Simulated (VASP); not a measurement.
Write the native input for VASP 6.6.1 that does the following.

| Property | Result |
| --- | --- |
| Task | single point |
| Functional | r2SCAN |
| Potentials or basis | VASP PAW PBE potentials, release 64 (Ti_sv) |
| Cutoff | 520 eV |
| k mesh | 18 × 18 × 18 |
| Occupations | gaussian, width 0.1 eV |
| Spin | no spin polarisation |
| Dipole correction | no |
| Further INCAR settings | ALGO = Normal; EDIFF = 1e-06; NBANDS = 12 |

The system is Ti.

```xyz
1
Lattice="-1.5927 1.5927 1.5927 1.5927 -1.5927 1.5927 1.5927 1.5927 -1.5927" Properties=species:S:1:pos:R:3 pbc="T T T"
Ti    0.0000    0.0000    0.0000
```

This cell differs from its parent crystal: volume scaled by 0.94.

These files were run (other wordings do the same):

POSCAR

```
Ti
1.0
   -1.5927040293      1.5927040293      1.5927040293
    1.5927040293     -1.5927040293      1.5927040293
    1.5927040293      1.5927040293     -1.5927040293
Ti
1
Direct
    0.0000000000      0.0000000000      0.0000000000
```

INCAR.step1

```
SYSTEM = Ti
ALGO     = Normal         ! electronic algorithm
EDIFF    = 1E-4           ! SCF threshold, eV
ENCUT    = 520            ! plane-wave cutoff, eV
GGA      = PE             ! functional
ISMEAR   = 0              ! smearing method
LASPH    = .True.         ! aspherical terms in the spheres
LCHARG   = .False.        ! write CHGCAR
LREAL    = .False.        ! projectors in reciprocal space
LWAVE    = .True.         ! write WAVECAR
NBANDS   = 12             ! bands
NELM     = 100            ! most SCF steps
PREC     = Accurate       ! precision mode
SIGMA    = 0.1            ! smearing width, eV
```

INCAR.step2

```
SYSTEM = Ti
ALGO     = Normal         ! electronic algorithm
EDIFF    = 1E-6           ! SCF threshold, eV
ENCUT    = 520            ! plane-wave cutoff, eV
ISIF     = 2              ! what is computed and relaxed
ISMEAR   = 0              ! smearing method
ISTART   = 1            
LASPH    = .True.         ! aspherical terms in the spheres
LCHARG   = .True.         ! write CHGCAR
LELF     = .True.         ! ELF
LMIXTAU  = .True.       
LREAL    = .False.        ! projectors in reciprocal space
LVHAR    = .True.       
LWAVE    = .False.        ! write WAVECAR
METAGGA  = R2SCAN         ! meta-GGA
NBANDS   = 12             ! bands
NELM     = 100            ! most SCF steps
PREC     = Accurate       ! precision mode
SIGMA    = 0.1            ! smearing width, eV
```

KPOINTS

```
k-points
0
Gamma
  18 18 18
  0 0 0
```

Potentials or basis: VASP PAW PBE potentials, release 64 (Ti_sv).

Run with:

```sh
$ cat potpaw_PBE.64/Ti_sv/POTCAR > POTCAR
$ cp INCAR.step1 INCAR
$ mpirun -np 1 vasp_std > vasp.out
$ cp INCAR.step2 INCAR
$ mpirun -np 1 vasp_std > vasp.out
```

Results of the run:

| Property | Result |
| --- | --- |
| Pressure | 8.0 GPa |
| Band gap on the k mesh | zero (band 6 reaches 10.11 eV, above the bottom of band 7 at 8.23 eV) |

Caveat: the PAW data sets were made with another functional, which shifts forces and pressure a little.

Run time: 96 s on 1 thread of Intel(R) Xeon(R) Platinum 8259CL CPU @ 2.50GHz (Skylake/Cascade Lake), with other jobs on the host, peak memory 0.17 GiB.
